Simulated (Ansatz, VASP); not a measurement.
**One calculation of CuAs, two programs**

The input INCAR:

```
SYSTEM = CuAs
PREC = Accurate ; ENCUT = 520
EDIFF = 1E-7 ; ISMEAR = 0
SIGMA = 0.15 ; LREAL = .False.
LASPH = .True. ; NELM = 60
ALGO = Normal ; ISIF = 2
LWAVE = .False. ; LCHARG = .True.
GGA = CA ; LELF = .True.
LVHAR = .True. ; NBANDS = 24
```

File KPOINTS:

```
regular mesh
0
Gamma
  12 12 8
  0 0 0
```

The input POSCAR:

```
CuAs
1.0
    4.0443000000      0.0000000000      0.0000000000
   -2.0221500000      3.5024665405      0.0000000000
    0.0000000000      0.0000000000      5.2467000000
Cu As
2 2
Direct
    0.0000000000      0.0000000000      0.5000000000
    0.0000000000      0.0000000000      0.0000000000
    0.6666666667      0.3333333333      0.7500000000
    0.3333333333      0.6666666667      0.2500000000
```

Input for Ansatz:

```yaml
crystal:
  lattice:
    - [4.0443, 0.0, 0.0]
    - [-2.02215, 3.5024665405, 0.0]
    - [0.0, 0.0, 5.2467]
  atoms:
    - { symbol: Cu, position: [0.0, 0.0, 0.5] }
    - { symbol: Cu, position: [0.0, 0.0, 0.0] }
    - { symbol: As, position: [0.6666666667, 0.3333333333, 0.75] }
    - { symbol: As, position: [0.3333333333, 0.6666666667, 0.25] }
basis:
  ecutwfc: 520.0
kpoints:
  mp_grid: { grid: [12, 12, 8] }
hamiltonian:
  xc: lda
scf:
  occupations: { method: gaussian, width: 0.15 }
output:
  forces: true
  stress: true
  eigenvalues: true
```

Alike in both runs: task single point; functional LDA; k mesh 12 × 12 × 8; occupations gaussian, width 0.15 eV; no spin polarisation.

```csv
,VASP,Ansatz
version,VASP 6.6.1,Ansatz 0.2.0
potentials or method,"VASP PAW LDA potentials, release 64 (Cu, As), cutoff 520 eV","scalar-relativistic, plane waves, PAW"
valence electrons in the cell,32,68
```

```tsv
	VASP	Ansatz	Ansatz less VASP
gap on the k mesh at the Fermi level (eV)	none	none	-
pressure (GPa)	-16.2	-16.5	-0.30
traceless stress, the component that is largest in VASP (GPa)	-0.54	-0.59	-0.055
```

LDA's correlation is that of Perdew and Zunger in VASP and of Perdew and Wang (1992) in Ansatz. A gap of «none» marks a metal or a gap that the smearing closes. VASP's potentials hold 32 valence electrons a cell and Ansatz's 68, so a difference there can come from the potentials and not from the codes.
